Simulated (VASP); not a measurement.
# AlCo (Pm-3m) in VASP: a series of runs

AlCo is run at these levels: r2SCAN; tasks: single point, relaxation of cell and atoms.

Everything below comes from runs of VASP 6.6.1. Logs are shortened: lines on timing, memory, paths and dates and some standing lists are left out, and cuts for length are marked.

**1. The cell of the first run**

It takes space group Pm-3m (No. 221, cubic). Conventional cell: a = 2.829 Å, b = 2.829 Å, c = 2.829 Å, α = 90.00°, β = 90.00°, γ = 90.00°. Al (site symmetry m-3m) has 8 Co at 2.45 Å and 6 Al at 2.83 Å within 3.2 Å. Co (site symmetry m-3m) has 8 Al at 2.45 Å and 6 Co at 2.83 Å within 3.2 Å.

**2. Single point, r2SCAN, collinear spin, ferromagnetic start**

POSCAR

```
AlCo
1.0
    2.8286020823      0.0000000000      0.0000000000
    0.0000000000      2.8286020823      0.0000000000
    0.0000000000      0.0000000000      2.8286020823
Al Co
1 1
Direct
    0.5000000000      0.5000000000      0.5000000000
    0.0000000000      0.0000000000      0.0000000000
```

INCAR.step1

```
  PREC = Accurate
  ENCUT = 520
  ISMEAR = 0
  SIGMA = 0.1
  LREAL = False
  LASPH = True
  NELM = 150
  ISPIN = 2
  MAGMOM = 0 0.41
  LMAXMIX = 4
  NBANDS = 17
  GGA = PE
  ALGO = Normal
  EDIFF = 1E-4
  LWAVE = True
  LCHARG = False
```

INCAR.step2

```
  PREC = Accurate
  ENCUT = 520
  EDIFF = 1E-7
  ISMEAR = 0
  SIGMA = 0.1
  LREAL = False
  LASPH = True
  NELM = 150
  ALGO = Normal
  ISIF = 2
  LWAVE = False
  LCHARG = False
  ISPIN = 2
  MAGMOM = 0 0.41
  LORBIT = 11
  LMAXMIX = 4
  METAGGA = R2SCAN
  LMIXTAU = True
  NBANDS = 17
  ISTART = 1
```

KPOINTS

```
regular mesh
0
Gamma
  6 6 6
```

Potentials or basis: VASP PAW PBE potentials, release 64 (Al, Co).

Run with:

```bash
> cat potpaw_PBE.64/Al/POTCAR potpaw_PBE.64/Co/POTCAR > POTCAR
> cp INCAR.step1 INCAR
> mpirun -np 1 vasp_std > vasp.out
> cp INCAR.step2 INCAR
> mpirun -np 1 vasp_std > vasp.out
```

OUTCAR:

```text
PREC = Accurate
   ENCUT = 520
   EDIFF = 1E-7
   ISMEAR = 0
   LREAL = False
   LASPH = True
   NELM = 150
   ISIF = 2
   ISPIN = 2
   LORBIT = 11
   METAGGA = R2SCAN
   ISTART = 1

 ion  position               nearest neighbor table
   1  0.500  0.500  0.500-   2 2.45   2 2.45   2 2.45   2 2.45   2 2.45   2 2.45   2 2.45   2 2.45

   2  0.000  0.000  0.000-   1 2.45   1 2.45   1 2.45   1 2.45   1 2.45   1 2.45   1 2.45   1 2.45

  LATTYP: Found a simple cubic cell.
 ALAT       =     2.8286020823

  Lattice vectors:

 A1 = (   2.8286020823,   0.0000000000,   0.0000000000)
 A2 = (   0.0000000000,   2.8286020823,   0.0000000000)
 A3 = (   0.0000000000,   0.0000000000,   2.8286020823)

Analysis of symmetry for initial positions (statically):
=====================================================================
 Subroutine PRICEL returns:
 Original cell was already a primitive cell.

 Routine SETGRP: Setting up the symmetry group for a
 simple cubic supercell.

 Subroutine GETGRP returns: Found 48 space group operations
 (whereof 48 operations were pure point group operations)
 out of a pool of 48 trial point group operations.

The static configuration has the point symmetry O_h .

Analysis of symmetry for dynamics (positions and initial velocities):
=====================================================================
 Subroutine PRICEL returns:
 Original cell was already a primitive cell.

 Routine SETGRP: Setting up the symmetry group for a
 simple cubic supercell.

 Subroutine GETGRP returns: Found 48 space group operations
 (whereof 48 operations were pure point group operations)
 out of a pool of 48 trial point group operations.

The dynamic configuration has the point symmetry O_h .

Analysis of structural, dynamic, and magnetic symmetry:
=====================================================================
 Subroutine PRICEL returns:
 Original cell was already a primitive cell.

 Routine SETGRP: Setting up the symmetry group for a
 simple cubic supercell.

 Subroutine GETGRP returns: Found 48 space group operations
 (whereof 48 operations were pure point group operations)
 out of a pool of 48 trial point group operations.

The overall configuration has the point symmetry O_h .

 Subroutine INISYM returns: Found 48 space group operations
 (whereof 48 operations are pure point group operations),
 and found     1 'primitive' translations

----------------------------------------------------------------------------------------

                                     Primitive cell

  volume of cell :      22.6316

  direct lattice vectors                    reciprocal lattice vectors
     2.828602082  0.000000000  0.000000000     0.353531522  0.000000000  0.000000000
     0.000000000  2.828602082  0.000000000     0.000000000  0.353531522  0.000000000
     0.000000000  0.000000000  2.828602082     0.000000000  0.000000000  0.353531522

  length of vectors
     2.828602082  2.828602082  2.828602082     0.353531522  0.353531522  0.353531522

  position of ions in fractional coordinates (direct lattice)
     0.500000000  0.500000000  0.500000000
     0.000000000  0.000000000  0.000000000

  ion indices of the primitive-cell ions
   primitive index   ion index
                 1           1
                 2           2

----------------------------------------------------------------------------------------

 KPOINTS: regular mesh

Automatic generation of k-mesh.
 Grid dimensions read from file:
 generate k-points for:    6    6    6

 Generating k-lattice:

  Cartesian coordinates                     Fractional coordinates (reciprocal lattice)
     0.058921920  0.000000000  0.000000000     0.166666667  0.000000000  0.000000000
     0.000000000  0.058921920  0.000000000     0.000000000  0.166666667  0.000000000
     0.000000000  0.000000000  0.058921920     0.000000000  0.000000000  0.166666667

  Length of vectors
     0.058921920  0.058921920  0.058921920

  Shift w.r.t. Gamma in fractional coordinates (k-lattice)
     0.000000000  0.000000000  0.000000000

 Subroutine IBZKPT returns following result:
 ===========================================

 Found     20 irreducible k-points:

 Following reciprocal coordinates:
            Coordinates               Weight
  0.000000  0.000000  0.000000      1.000000
  0.166667  0.000000  0.000000      6.000000
  0.333333  0.000000  0.000000      6.000000
  0.500000  0.000000  0.000000      3.000000
  0.166667  0.166667  0.000000     12.000000
  0.333333  0.166667  0.000000     24.000000
[... 12 lines left out ...]
  0.500000  0.500000  0.333333      6.000000
  0.500000  0.500000  0.500000      1.000000
   k-points           NKPTS =     20   k-points in BZ     NKDIM =     20   number of bands    NBANDS=     17
   number of dos      NEDOS =    301   number of ions     NIONS =      2
   total plane-waves  NPLWV =  13824
   dimension x,y,z NGX =    24 NGY =   24 NGZ =   24
   dimension x,y,z NGXF=    48 NGYF=   48 NGZF=   48
   ions per type =               1   1
   NGX,Y,Z   is equivalent  to a cutoff of  14.11, 14.11, 14.11 a.u.
   NGXF,Y,Z  is equivalent  to a cutoff of  28.21, 28.21, 28.21 a.u.
 SYSTEM =  unknown system
   PREC   = accura    normal or accurate (medium, high low for compatibility)
   ISTART =      1    job   : 0-new  1-cont  2-samecut
   ICHARG =      0    charge: 1-file 2-atom 10-const
   ISPIN  =      2    spin polarized calculation?
   LNONCOLLINEAR =      F non collinear calculations
   LSORBIT =      F    spin-orbit coupling
   LASPH  =      T    aspherical Exc in radial PAW
   ENCUT  =  520.0 eV  38.22 Ry    6.18 a.u.   5.26  5.26  5.26*2*pi/ulx,y,z
   NELM   =    150;   NELMIN=  2; NELMDL=  0     # of ELM steps
   EDIFF  = 0.1E-06   stopping-criterion for ELM
   LREAL  =      F    real-space projection
   EDIFFG = 0.1E-05   stopping-criterion for IOM
   NSW    =      0    number of steps for IOM
   IBRION =     -1    ionic relax: 0-MD 1-quasi-New 2-CG
   NFREE  =      0    steps in history (QN), initial steepest desc. (CG)
   ISIF   =      2    stress and relaxation
   ISYM   =      2    0-nonsym 1-usesym 2-fastsym
   POTIM  = 0.5000    time-step for ionic-motion
   TEBEG  =    0.0;   TEEND  =   0.0 temperature during run
   PSTRESS=    0.0 pullay stress
   NELECT =      12.0000    total number of electrons
   NUPDOWN=      -1.0000    fix difference up-down
   EMIN   =  10.00;   EMAX   =-10.00  energy-range for DOS
   EFERMI =   0.00;   METHOD = LEGACY
   ISMEAR =     0;   SIGMA  =   0.10  broadening in eV -4-tet -1-fermi 0-gaus
   EFERMI_NEDOS =   21; number of points for ismear=-14 and -15
   IALGO  =     38    algorithm
   IMIX   =      4    mixing-type and parameters
     AMIX     =   0.40;   BMIX     =  1.00
     AMIX_MAG =   1.60;   BMIX_MAG =  1.00
  volume/ion in A,a.u.               =      11.32        76.36
  Fermi-wavevector in a.u.,A,eV,Ry     =   1.325043  2.503969 23.888288  1.755740
  Thomas-Fermi vector in A             =   2.454533
   LORBIT       =     11    0 simple, 1 ext, 2 COOP (PROOUT), +10 PAW based schemes
   METAGGA = R2SCAN    functional components
   LHFCALC =     F    Hartree Fock is set to
   AEXX    =    0.0000 exact exchange contribution
   IVDW    =     0    specifies the selected vdW correction
   LEPSILON=     F    determine dielectric tensor
   LRPA    =     F    only Hartree local field effects (RPA)
 spin polarized calculation
 Gauss-broadening in eV      SIGMA  =   0.10
  energy-cutoff  :      520.00
  volume of cell :       22.63
 maximum number of plane-waves:       624
 NGX is ok and might be reduce to    24
   NGX = 11   NGY = 11   NGZ = 11

 number of electron      11.9999996 magnetization      -0.0005642

 number of electron      11.9999996 magnetization       0.0000821

 Free energy of the ion-electron system (eV)
  ---------------------------------------------------
  ext. energy  EPLUGINS =         0.00000000
  ---------------------------------------------------
  free energy    TOTEN  =       -21.06591935 eV

  energy without entropy =      -21.05855680  energy(sigma->0) =      -21.06223807

 E-fermi :  10.9084     XC(G=0): -13.3733

 val. band max:       10.6897342791   @ k =   0.5000   0.5000   0.5000
 cond. band min:      10.9133795414   @ k =   0.5000   0.3333   0.0000
 fundamental gap:      0.2236452623
 Fermi energy:        10.9084055065

 spin component 1

 k-point     1 :       0.0000    0.0000    0.0000
  band No.  band energies     occupation
      1      -1.0698      1.00000
      2       7.6591      1.00000
      3       7.6591      1.00000
      4       9.7367      1.00000
      5       9.7367      1.00000
      6       9.7367      1.00000
[... 9 lines left out ...]
     16      35.8476      0.00000
     17      35.8476      0.00000
[... 361 lines left out ...]
 k-point    20 :       0.5000    0.5000    0.5000
  band No.  band energies     occupation
      1       6.4436      1.00000
      2       6.4436      1.00000
      3       6.4436      1.00000
      4      10.6893      0.99903
      5      10.6893      0.99903
      6      13.1650      0.00000
[... 9 lines left out ...]
     16      45.0484      0.00000
     17      45.0484      0.00000
 Fermi energy:        10.9084055065

 spin component 2

 k-point     1 :       0.0000    0.0000    0.0000
  band No.  band energies     occupation
      1      -1.0698      1.00000
      2       7.6593      1.00000
      3       7.6593      1.00000
      4       9.7367      1.00000
      5       9.7367      1.00000
      6       9.7367      1.00000
[... 9 lines left out ...]
     16      35.8476      0.00000
     17      35.8476      0.00000
[... 361 lines left out ...]
 k-point    20 :       0.5000    0.5000    0.5000
  band No.  band energies     occupation
      1       6.4436      1.00000
      2       6.4436      1.00000
      3       6.4436      1.00000
      4      10.6897      0.99901
      5      10.6897      0.99901
      6      13.1649      0.00000
[... 9 lines left out ...]
     16      45.0484      0.00000
     17      45.0484      0.00000

------------------------ aborting loop because EDIFF is reached ----------------------------------------

  FORCE on cell =-STRESS in cart. coord.  units (eV):
  Direction    XX          YY          ZZ          XY          YZ          ZX
  --------------------------------------------------------------------------------------
  -------------------------------------------------------------------------------------
  Total       -0.1584680     -0.1584680     -0.1584680      0.0000000      0.0000000     -0.0000000
  in kB      -11.2185479    -11.2185479    -11.2185479      0.0000000      0.0000000     -0.0000000
  external PRESSURE =     -11.2185479 kB  Pullay stress =       0.0000000 kB

 VOLUME and BASIS-vectors are now :
 -----------------------------------------------------------------------------
  energy-cutoff  :      520.00
  volume of cell :       22.63
      direct lattice vectors                 reciprocal lattice vectors
     2.828602082  0.000000000  0.000000000     0.353531522  0.000000000  0.000000000
     0.000000000  2.828602082  0.000000000     0.000000000  0.353531522  0.000000000
     0.000000000  0.000000000  2.828602082     0.000000000  0.000000000  0.353531522

 POSITION                                       TOTAL-FORCE (eV/Angst)
 -----------------------------------------------------------------------------------
      1.41430      1.41430      1.41430         0.000000      0.000000      0.000000
      0.00000      0.00000      0.00000         0.000000      0.000000      0.000000
 -----------------------------------------------------------------------------------
    total drift:                                0.000000      0.000000      0.000000

  FREE ENERGIE OF THE ION-ELECTRON SYSTEM (eV)
  ---------------------------------------------------
  free  energy   TOTEN  =       -21.0659193529 eV

  energy  without entropy=      -21.0585567967  energy(sigma->0) =      -21.06223807

 total charge

# of ion       s       p       d       tot
------------------------------------------
    1        0.395   0.452   0.000   0.847
    2        0.462   0.562   7.514   8.538
--------------------------------------------------
tot          0.857   1.013   7.514   9.384

 magnetization (x)

# of ion       s       p       d       tot
------------------------------------------
    1       -0.000  -0.000   0.000  -0.000
    2        0.000  -0.000   0.000   0.000
--------------------------------------------------
tot         -0.000  -0.000   0.000   0.000
```

Wall time 31 s (1 thread of Intel Xeon 6975P-C (Granite Rapids), shared host); peak memory 0.15 GiB.

Results:

| Item | Value |
| --- | --- |
| Free energy | -21.0659 eV |
| Pressure | -1.1 GPa |
| Band gap on the k mesh | zero (filled and empty bands overlap) |
| Net moment | 0.00 μB per cell |
| Valence electrons inside the program's atomic spheres | Al 0.85; Co 8.54 |

Caveat: the k points lie up to 0.37 Å⁻¹ apart; the PAW data sets were made with another functional, which shifts forces and pressure a little.

**3. Relaxation of cell and atoms, r2SCAN, collinear spin, ferromagnetic start**

This run uses another cell than the first one, of 12.41 Å³/atom, 1.097 times its volume.

POSCAR

```
AlCo
1.0
    2.9169863713      0.0000000000      0.0000000000
    0.0000000000      2.9169863713      0.0000000000
    0.0000000000      0.0000000000      2.9169863713
Al Co
1 1
Direct
    0.5000000000      0.5000000000      0.5000000000
    0.0000000000      0.0000000000      0.0000000000
```

INCAR.step1

```
SYSTEM = AlCo
PREC = Accurate ; ENCUT = 600
ISMEAR = 0 ; SIGMA = 0.1
LREAL = .False. ; LASPH = .True.
NELM = 150 ; ISPIN = 2
MAGMOM = 0 0.41 ; LMAXMIX = 4
GGA = PE ; ALGO = Normal
EDIFF = 1E-4 ; LWAVE = .True.
LCHARG = .False.
```

INCAR.step2

```
SYSTEM = AlCo
PREC = Accurate ; ENCUT = 600
EDIFF = 1E-6 ; ISMEAR = 0
SIGMA = 0.1 ; LREAL = .False.
LASPH = .True. ; NELM = 150
ALGO = Normal ; ISIF = 3
LWAVE = .False. ; LCHARG = .False.
ISPIN = 2 ; MAGMOM = 0 0.41
LORBIT = 11 ; LMAXMIX = 4
METAGGA = R2SCAN ; LMIXTAU = .True.
IBRION = 2 ; NSW = 80
EDIFFG = -0.05 ; ISTART = 1
```

KPOINTS

```
regular mesh
0
Gamma
  6 6 6
  0 0 0
```

Potentials or basis: VASP PAW PBE potentials, release 64 (Al, Co).

Run with:

```bash
> cat potpaw_PBE.64/Al/POTCAR potpaw_PBE.64/Co/POTCAR > POTCAR
> cp INCAR.step1 INCAR
> mpirun -np 1 vasp_std > vasp.out
> cp INCAR.step2 INCAR
> mpirun -np 1 vasp_std > vasp.out
```

Run time: 58 s. Hardware: 1 thread of Intel Xeon 6975P-C (Granite Rapids), shared host; peak memory 0.16 GiB.

The run converged. Its results:

- Free energy: -21.0677 eV
- Relaxed volume: 11.26 Å³/atom
- Relaxed cell: a = 2.824 Å, b = 2.824 Å, c = 2.824 Å, α = 90.00°, β = 90.00°, γ = 90.00°
- Space group after relaxing (to 0.05 Å): Pm-3m (No. 221)
- Energy gained by relaxing: 45.6 meV/atom
- Ionic steps: 4
- Pressure after relaxing: 0.2 GPa
- Band gap on the k mesh: zero (filled and empty bands overlap)
- Net moment: 0.00 μB per cell
- Valence electrons inside the program's atomic spheres: Al 0.85; Co 8.55

The path:
| step | energy change (eV) | largest force (eV/Å) | pressure (GPa) | volume (Å³) |
| --- | --- | --- | --- | --- |
| 1 | 0.0000 | 0.0000 | -15.23 | 24.82 |
| 2 | -0.0024 | 0.0000 | 18.15 | 20.82 |
| 3 | -0.0897 | 0.0000 | -2.10 | 22.74 |
| 4 | -0.0913 | 0.0000 | 0.22 | 22.52 |

Final structure:
```cif
data_structure
_symmetry_space_group_name_H-M 'P 1'
_symmetry_Int_Tables_number 1
_cell_length_a 2.8240
_cell_length_b 2.8240
_cell_length_c 2.8240
_cell_angle_alpha 90.000
_cell_angle_beta 90.000
_cell_angle_gamma 90.000
_cell_volume 22.52
loop_
_atom_site_label
_atom_site_type_symbol
_atom_site_fract_x
_atom_site_fract_y
_atom_site_fract_z
_atom_site_occupancy
Al1 Al 0.50000 0.50000 0.50000 1
Co1 Co 0.00000 0.00000 0.00000 1
```

Levels at points of the mesh, in eV from the Fermi level:
Spin up:
```tsv
k point	band 4	band 5	band 6	band 7	band 8	band 9
(0.00, 0.00, 0.00)	-1.18	-1.18	-1.18	6.36	6.36	6.36
(0.50, 0.00, 0.00)	-2.10	-2.10	-1.06	0.18	8.65	11.17
(0.50, 0.50, 0.00)	-3.11	-1.89	-1.89	-0.26	2.54	3.66
(0.50, 0.50, 0.50)	-0.22	-0.22	2.26	2.26	2.26	5.02
```
Spin down:
```csv
k point,band 2,band 3,band 4,band 5,band 6,band 7,band 8,band 9,band 10
"(0.00, 0.00, 0.00)",-3.27,-3.27,-1.18,-1.18,-1.18,6.36,6.36,6.36,9.02
"(0.50, 0.00, 0.00)",-7.31,-2.60,-2.10,-2.10,-1.06,0.18,8.65,11.17,11.17
"(0.50, 0.50, 0.00)",-3.39,-3.11,-3.11,-1.89,-1.89,-0.26,2.54,3.66,13.96
"(0.50, 0.50, 0.50)",-4.49,-4.49,-0.22,-0.22,2.26,2.26,2.26,5.02,5.48
```

Caveat: the PAW data sets were made with another functional, which shifts forces and pressure a little.
